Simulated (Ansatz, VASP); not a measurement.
**Two plane-wave programs on Ta4C3**

```xyz
14
Lattice="0.0000 -4.4026 0.0000 0.0000 0.0000 -4.4026 8.8052 -1.4674 1.4674" Properties=species:S:1:pos:R:3 pbc="T T T"
Ta    7.7046   -2.2013   -2.2013
Ta    3.3020   -2.2013   -2.2013
Ta    1.1007   -4.4026   -2.2013
Ta    5.5033   -4.4026   -2.2013
Ta    1.1007   -2.2013   -4.4026
Ta    5.5033   -2.2013   -4.4026
Ta    3.3020    0.0000    0.0000
Ta    7.7046    0.0000    0.0000
C     1.1007    0.0000   -4.4026
C     5.5033    0.0000   -4.4026
C     7.7046   -2.2013   -4.4026
C     3.3020   -2.2013   -4.4026
C     7.7046    0.0000   -2.2013
C     3.3020    0.0000   -2.2013
```

Alike in both runs: task single point; functional PBEsol; k mesh 9 × 9 × 5; occupations gaussian, width 0.15 eV; no spin polarisation.

```csv
,VASP,Ansatz
version,VASP 6.6.1,Ansatz 0.2.0
potentials or method,"VASP PAW PBE potentials, release 64 (Ta_pv, C), cutoff 520 eV","scalar-relativistic, plane waves, PAW"
valence electrons in the cell,112,128
```

```csv
,VASP,Ansatz,Ansatz less VASP
gap on the k mesh at the Fermi level (eV),none,none,-
pressure (GPa),2.8,2.1,-0.69
"traceless stress, the component that is largest in VASP (GPa)",-5.44,-5.46,-0.014
rms of the force components (eV/Å),0.894,0.896,+0.0022
```

VASP's potentials were made for PBE, not for PBEsol. Atom by atom the forces differ by 0.006 eV/Å (rms over components). A gap of «none» marks a metal or a gap that the smearing closes. VASP's potentials hold 112 valence electrons a cell and Ansatz's 128, so a difference there can come from the potentials and not from the codes.

Neither program's run includes spin-orbit coupling.
